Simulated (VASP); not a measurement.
# Ge (Cmmm) in VASP: notebook

The runs below take Ge through single point, with RPBE, revPBE, BLYP, PBE.

Everything below comes from runs of VASP 6.6.1. Logs are shortened: lines on timing, memory, paths and dates and some standing lists are left out, and cuts for length are marked.

## (1) The cell of the first run

It takes space group Cmmm (No. 65, orthorhombic). Conventional cell: a = 2.794 Å, b = 5.201 Å, c = 2.698 Å, α = 90.00°, β = 90.00°, γ = 90.00°. Within 3.6 Å of Ge (site symmetry mmm) lie 8 Ge at 2.70 to 2.95 Å.

## (2) Single point, RPBE

The input, INCAR:

```
PREC = Accurate
ENCUT = 520
EDIFF = 1E-6
ISMEAR = -1
SIGMA = 0.05
LREAL = F
LASPH = T
NELM = 80
ALGO = Normal
ISIF = 2
LWAVE = F
LCHARG = F
GGA = RP
NBANDS = 13
```

The input, KPOINTS:

```
Automatic mesh
0
Gamma
  11 11 10
```

The input, POSCAR:

```
Ge
1.0
    1.3971490000     -2.6005160000      0.0000000000
    1.3971490000      2.6005160000      0.0000000000
    0.0000000000      0.0000000000      2.6982310000
Ge
1
Direct
    0.5000000000      0.5000000000      0.0000000000
```

Potentials or basis: VASP PAW PBE potentials, release 64 (Ge_d).

On the command line:

```
$ cat potpaw_PBE.64/Ge_d/POTCAR > POTCAR
$ mpirun -np 1 vasp_std > vasp.out
```

OUTCAR:

```text
PREC = Accurate
   ENCUT = 520
   EDIFF = 1E-6
   ISMEAR = -1
   LREAL = F
   LASPH = T
   NELM = 80
   ISIF = 2
   GGA = RP

 ion  position               nearest neighbor table
   1  0.500  0.500  0.000-

  LATTYP: Found a base centered orthorhombic cell.
 ALAT       =     2.7942980000
 B/A-ratio  =     1.8613018368
 C/A-ratio  =     0.9656203454

  Lattice vectors:

 A1 = (   1.3971490000,  -2.6005160000,   0.0000000000)
 A2 = (   1.3971490000,   2.6005160000,   0.0000000000)
 A3 = (   0.0000000000,   0.0000000000,   2.6982310000)

Analysis of symmetry for initial positions (statically):
=====================================================================
 Subroutine PRICEL returns:
 Original cell was already a primitive cell.

 Routine SETGRP: Setting up the symmetry group for a
 base centered orthorhombic supercell.

 Subroutine GETGRP returns: Found  8 space group operations
 (whereof  8 operations were pure point group operations)
 out of a pool of  8 trial point group operations.

The static configuration has the point symmetry D_2h.

Analysis of symmetry for dynamics (positions and initial velocities):
=====================================================================
 Subroutine PRICEL returns:
 Original cell was already a primitive cell.

 Routine SETGRP: Setting up the symmetry group for a
 base centered orthorhombic supercell.

 Subroutine GETGRP returns: Found  8 space group operations
 (whereof  8 operations were pure point group operations)
 out of a pool of  8 trial point group operations.

The dynamic configuration has the point symmetry D_2h.

 Subroutine INISYM returns: Found  8 space group operations
 (whereof  8 operations are pure point group operations),
 and found     1 'primitive' translations

----------------------------------------------------------------------------------------

                                     Primitive cell

  volume of cell :      19.6070

  direct lattice vectors                    reciprocal lattice vectors
     1.397149000 -2.600516000  0.000000000     0.357871637 -0.192269534  0.000000000
     1.397149000  2.600516000  0.000000000     0.357871637  0.192269534  0.000000000
     0.000000000  0.000000000  2.698231000     0.000000000  0.000000000  0.370613191

  length of vectors
     2.952068562  2.952068562  2.698231000     0.406250763  0.406250763  0.370613191

  position of ions in fractional coordinates (direct lattice)
     0.500000000  0.500000000  0.000000000

  ion indices of the primitive-cell ions
   primitive index   ion index
                 1           1

----------------------------------------------------------------------------------------

 KPOINTS: Automatic mesh

Automatic generation of k-mesh.
 Grid dimensions read from file:
 generate k-points for:   11   11   10

 Generating k-lattice:

  Cartesian coordinates                     Fractional coordinates (reciprocal lattice)
     0.032533785 -0.017479049  0.000000000     0.090909091  0.000000000  0.000000000
     0.032533785  0.017479049  0.000000000     0.000000000  0.090909091  0.000000000
     0.000000000  0.000000000  0.037061319     0.000000000  0.000000000  0.100000000

  Length of vectors
     0.036931888  0.036931888  0.037061319

  Shift w.r.t. Gamma in fractional coordinates (k-lattice)
     0.000000000  0.000000000  0.000000000

 Subroutine IBZKPT returns following result:
 ===========================================

 Found    216 irreducible k-points:

 Following reciprocal coordinates:
            Coordinates               Weight
  0.000000  0.000000  0.000000      1.000000
  0.090909  0.000000  0.000000      4.000000
  0.181818 -0.000000  0.000000      4.000000
  0.272727 -0.000000  0.000000      4.000000
  0.363636 -0.000000  0.000000      4.000000
  0.454545 -0.000000  0.000000      4.000000
[... 16 lines left out ...]
 -0.272727  0.181818  0.000000      4.000000
 -0.181818  0.181818  0.000000      2.000000
 [... further k-points ...]
   k-points           NKPTS =    216   k-points in BZ     NKDIM =    216   number of bands    NBANDS=     13
   number of dos      NEDOS =    301   number of ions     NIONS =      1
   total plane-waves  NPLWV =  11520
   dimension x,y,z NGX =    24 NGY =   24 NGZ =   20
   dimension x,y,z NGXF=    48 NGYF=   48 NGZF=   40
   ions per type =               1
   NGX,Y,Z   is equivalent  to a cutoff of  13.52, 13.52, 12.32 a.u.
   NGXF,Y,Z  is equivalent  to a cutoff of  27.03, 27.03, 24.65 a.u.
 SYSTEM =  unknown system
   PREC   = accura    normal or accurate (medium, high low for compatibility)
   ISTART =      0    job   : 0-new  1-cont  2-samecut
   ICHARG =      2    charge: 1-file 2-atom 10-const
   ISPIN  =      1    spin polarized calculation?
   LNONCOLLINEAR =      F non collinear calculations
   LSORBIT =      F    spin-orbit coupling
   LASPH  =      T    aspherical Exc in radial PAW
   ENCUT  =  520.0 eV  38.22 Ry    6.18 a.u.   5.49  5.49  5.02*2*pi/ulx,y,z
   NELM   =     80;   NELMIN=  2; NELMDL= -5     # of ELM steps
   EDIFF  = 0.1E-05   stopping-criterion for ELM
   LREAL  =      F    real-space projection
   EDIFFG = 0.1E-04   stopping-criterion for IOM
   NSW    =      0    number of steps for IOM
   IBRION =     -1    ionic relax: 0-MD 1-quasi-New 2-CG
   NFREE  =      0    steps in history (QN), initial steepest desc. (CG)
   ISIF   =      2    stress and relaxation
   ISYM   =      2    0-nonsym 1-usesym 2-fastsym
   POTIM  = 0.5000    time-step for ionic-motion
   TEBEG  =    0.0;   TEEND  =   0.0 temperature during run
   PSTRESS=    0.0 pullay stress
   NELECT =      14.0000    total number of electrons
   NUPDOWN=      -1.0000    fix difference up-down
   EMIN   =  10.00;   EMAX   =-10.00  energy-range for DOS
   EFERMI =   0.00;   METHOD = LEGACY
   ISMEAR =    -1;   SIGMA  =   0.05  broadening in eV -4-tet -1-fermi 0-gaus
   EFERMI_NEDOS =   21; number of points for ismear=-14 and -15
   IALGO  =     38    algorithm
   IMIX   =      4    mixing-type and parameters
     AMIX     =   0.40;   BMIX     =  1.00
     AMIX_MAG =   1.60;   BMIX_MAG =  1.00
  volume/ion in A,a.u.               =      19.61       132.31
  Fermi-wavevector in a.u.,A,eV,Ry     =   1.463234  2.765111 29.130796  2.141053
  Thomas-Fermi vector in A             =   2.579353
   LORBIT       =      0    0 simple, 1 ext, 2 COOP (PROOUT), +10 PAW based schemes
   GGA     = RP    functional components
   LHFCALC =     F    Hartree Fock is set to
   AEXX    =    0.0000 exact exchange contribution
   IVDW    =     0    specifies the selected vdW correction
   LEPSILON=     F    determine dielectric tensor
   LRPA    =     F    only Hartree local field effects (RPA)
 non-spin polarized calculation
  energy-cutoff  :      520.00
  volume of cell :       19.61
 maximum number of plane-waves:       542
 NGX is ok and might be reduce to    24
   NGX = 11   NGY = 11   NGZ = 11

 number of electron      14.0000003 magnetization

 Free energy of the ion-electron system (eV)
  ---------------------------------------------------
  ext. energy  EPLUGINS =         0.00000000
  ---------------------------------------------------
  free energy    TOTEN  =        -3.90133317 eV

  energy without entropy =       -3.89743496  energy(sigma->0) =       -3.89938407

 E-fermi :   6.3048     XC(G=0): -10.9330

 val. band max:        6.3019981614   @ k =   0.3636   0.1818   0.1000
 cond. band min:       6.3231369402   @ k =   0.1818   0.1818   0.3000
 fundamental gap:      0.0211387788
 Fermi energy:         6.3047700535

 k-point     1 :       0.0000    0.0000    0.0000
  band No.  band energies     occupation
      1     -18.4686      2.00000
      2     -18.4182      2.00000
      3     -18.3681      2.00000
      4     -18.2628      2.00000
      5     -18.2412      2.00000
      6      -6.5220      2.00000
      7      13.0265      0.00000
      8      13.5105      0.00000
      9      15.0285      0.00000
     10      16.4251      0.00000
     11      18.7981      0.00000
     12      21.2209      0.00000
     13      21.2923      0.00000

 k-point     2 :       0.0909    0.0000    0.0000
  band No.  band energies     occupation
      1     -18.4630      2.00000
      2     -18.4096      2.00000
      3     -18.3690      2.00000
      4     -18.2641      2.00000
      5     -18.2451      2.00000
      6      -6.3212      2.00000
      7      12.6225      0.00000
      8      13.2220      0.00000
      9      13.4540      0.00000
     10      16.8870      0.00000
     11      18.5020      0.00000
     12      20.1150      0.00000
     13      22.5164      0.00000

 k-point     3 :       0.1818   -0.0000    0.0000
  band No.  band energies     occupation
      1     -18.4512      2.00000
      2     -18.3926      2.00000
      3     -18.3624      2.00000
      4     -18.2682      2.00000
      5     -18.2548      2.00000
      6      -5.7194      2.00000
      7       9.8191      0.00000
      8      12.0177      0.00000
      9      13.7965      0.00000
     10      16.3074      0.00000
     11      18.0436      0.00000
     12      22.0572      0.00000
     13      25.1360      0.00000

 k-point     4 :       0.2727   -0.0000    0.0000
  band No.  band energies     occupation
      1     -18.4441      2.00000
      2     -18.3849      2.00000
      3     -18.3309      2.00000
      4     -18.2775      2.00000
      5     -18.2636      2.00000
      6      -4.7222      2.00000
      7       6.6898      0.00090
      8      10.9665      0.00000
      9      14.7044      0.00000
     10      15.0735      0.00000
     11      18.9223      0.00000
     12      24.6908      0.00000
     13      27.5914      0.00000

 k-point     5 :       0.3636   -0.0000    0.0000
  band No.  band energies     occupation
      1     -18.4466      2.00000
      2     -18.3759      2.00000
      3     -18.2956      2.00000
      4     -18.2894      2.00000
      5     -18.2682      2.00000
      6      -3.3592      2.00000
      7       3.8177      2.00000
      8      10.2263      0.00000
      9      14.2278      0.00000
     10      15.8210      0.00000
     11      20.2118      0.00000
     12      25.0323      0.00000
     13      25.8693      0.00000

 k-point     6 :       0.4545   -0.0000    0.0000
  band No.  band energies     occupation
      1     -18.4508      2.00000
      2     -18.3686      2.00000
      3     -18.2970      2.00000
      4     -18.2739      2.00000
      5     -18.2704      2.00000
      6      -1.8285      2.00000
      7       1.5150      2.00000
      8       9.8449      0.00000
      9      13.8076      0.00000
     10      16.7706      0.00000
     11      21.8664      0.00000
     12      23.3533      0.00000
     13      23.8516      0.00000

 k-point     7 :       0.0909    0.0909    0.0000
  band No.  band energies     occupation
      1     -18.4536      2.00000
      2     -18.3819      2.00000
      3     -18.3790      2.00000
      4     -18.2646      2.00000
      5     -18.2553      2.00000
      6      -5.8965      2.00000
      7      10.7852      0.00000
      8      12.3465      0.00000
      9      13.6323      0.00000
     10      17.3257      0.00000
     11      17.5217      0.00000
     12      19.5061      0.00000
     13      25.9288      0.00000
[... 193 lines left out ...]
 k-point    20 :       0.4545    0.1818    0.0000
  band No.  band energies     occupation
      1     -18.4240      2.00000
      2     -18.3666      2.00000
      3     -18.3009      2.00000
      4     -18.2923      2.00000
      5     -18.2757      2.00000
      6      -1.5638      2.00000
      7       2.2899      2.00000
      8       5.8914      1.99949
      9      16.9912      0.00000
     10      18.8809      0.00000
     11      22.1751      0.00000
     12      23.9655      0.00000
     13      24.5711      0.00000

 k-point    21 :      -0.4545    0.1818    0.0000
  band No.  band energies     occupation
      1     -18.4233      2.00000
      2     -18.3799      2.00000
      3     -18.3138      2.00000
      4     -18.2893      2.00000
      5     -18.2683      2.00000
      6      -3.0344      2.00000
      7       4.3776      2.00000
      8       6.3761      0.38744
      9      16.0606      0.00000
     10      19.3319      0.00000
     11      20.7205      0.00000
     12      25.4085      0.00000
     13      25.6120      0.00000

 k-point    22 :      -0.3636    0.1818    0.0000
  band No.  band energies     occupation
      1     -18.4316      2.00000
      2     -18.4001      2.00000
      3     -18.3228      2.00000
      4     -18.2852      2.00000
      5     -18.2574      2.00000
      6      -4.3257      2.00000
      7       5.9778      1.99711
      8       8.3235      0.00000
      9      15.0222      0.00000
     10      18.9991      0.00000
     11      20.3717      0.00000
     12      23.1891      0.00000
     13      26.8838      0.00000

 k-point    23 :      -0.2727    0.1818    0.0000
  band No.  band energies     occupation
      1     -18.4506      2.00000
      2     -18.4087      2.00000
      3     -18.3327      2.00000
      4     -18.2799      2.00000
      5     -18.2478      2.00000
      6      -5.2637      2.00000
      7       7.1800      0.00000
      8      11.3110      0.00000
      9      14.1941      0.00000
     10      17.9228      0.00000
     11      19.2640      0.00000
     12      22.8499      0.00000
     13      27.2394      0.00000

 k-point    24 :      -0.1818    0.1818    0.0000
  band No.  band energies     occupation
      1     -18.4600      2.00000
      2     -18.4142      2.00000
      3     -18.3435      2.00000
      4     -18.2744      2.00000
      5     -18.2435      2.00000
      6      -5.8140      2.00000
      7       8.5809      0.00000
      8      13.5813      0.00000
      9      13.6909      0.00000
     10      16.8721      0.00000
     11      18.4441      0.00000
     12      24.1275      0.00000
     13      24.1432      0.00000

 [... further k-points ...]
[... 5 lines left out ...]
  --------------------------------------------------------------------------------------
  -------------------------------------------------------------------------------------
  Total        0.2921670     -0.1405985      0.1499251      0.0000000      0.0000000      0.0000000
  in kB       23.8742823    -11.4889365     12.2510541      0.0000000      0.0000000      0.0000000
  external PRESSURE =       8.2121333 kB  Pullay stress =       0.0000000 kB

 VOLUME and BASIS-vectors are now :
 -----------------------------------------------------------------------------
  energy-cutoff  :      520.00
  volume of cell :       19.61
      direct lattice vectors                 reciprocal lattice vectors
     1.397149000 -2.600516000  0.000000000     0.357871637 -0.192269534  0.000000000
     1.397149000  2.600516000  0.000000000     0.357871637  0.192269534  0.000000000
     0.000000000  0.000000000  2.698231000     0.000000000  0.000000000  0.370613191

 POSITION                                       TOTAL-FORCE (eV/Angst)
 -----------------------------------------------------------------------------------
      1.39715      0.00000      0.00000        -0.000000      0.000000      0.000000
 -----------------------------------------------------------------------------------
    total drift:                               -0.000000     -0.000000     -0.000000

  FREE ENERGIE OF THE ION-ELECTRON SYSTEM (eV)
  ---------------------------------------------------
  free  energy   TOTEN  =        -3.9013331694 eV

  energy  without entropy=       -3.8974349630  energy(sigma->0) =       -3.89938407
```

It took 28 s on 1 thread of AMD EPYC 9R45 (Zen 5), shared host; peak memory 0.13 GiB.

Results:

| Item | Value |
| --- | --- |
| Free energy | -3.9013 eV |
| Pressure | 0.8 GPa |
| Band gap on the k mesh | zero (band 7 reaches 13.03 eV, above the bottom of band 8 at 3.92 eV) |

Caveat: the PAW data sets were made with another functional, which shifts forces and pressure a little.

## (3) Single point, revPBE

The input, INCAR:

```
SYSTEM = Ge
PREC = Accurate
ENCUT = 520
EDIFF = 1E-7
ISMEAR = -1
SIGMA = 0.05
LREAL = .FALSE.
LASPH = .TRUE.
NELM = 100
ALGO = Normal
ISIF = 2
LWAVE = .FALSE.
LCHARG = .FALSE.
GGA = RE
NBANDS = 13
```

The input, KPOINTS:

```
regular mesh
0
G
  11 11 10
  0 0 0
```

POSCAR is that of step 2.

Potentials or basis: VASP PAW PBE potentials, release 64 (Ge_d).

On the command line:

```
$ cat potpaw_PBE.64/Ge_d/POTCAR > POTCAR
$ mpirun -np 1 vasp_std > vasp.out
```

Wall time 38 s (1 thread of AMD EPYC 9R45 (Zen 5), shared host); peak memory 0.14 GiB.

It converged, with:

* Free energy: -3.9616 eV
* Pressure: 0.6 GPa
* Band gap on the k mesh: zero (band 7 reaches 12.99 eV, above the bottom of band 8 at 3.89 eV)

Stress tensor (GPa, compression positive):
```
 2.10  0.00  0.00
 0.00 -1.42  0.00
 0.00  0.00  0.99
```

Levels at points of the mesh, in eV from the Fermi level:
| k point | band 3 | band 4 | band 5 | band 6 | band 7 | band 8 | band 9 | band 10 | band 11 | band 12 |
| --- | --- | --- | --- | --- | --- | --- | --- | --- | --- | --- |
| (0.00, 0.00, 0.00) | -24.66 | -24.55 | -24.53 | -12.83 | 6.71 | 7.19 | 8.71 | 10.14 | 12.50 | 14.91 |
| (0.00, 0.00, 0.50) | -24.62 | -24.59 | -24.56 | -9.05 | -5.66 | 10.04 | 11.56 | 16.01 | 16.15 | 17.26 |

Caveat: the PAW data sets were made with another functional, which shifts forces and pressure a little.

[end of part 1 of 2]
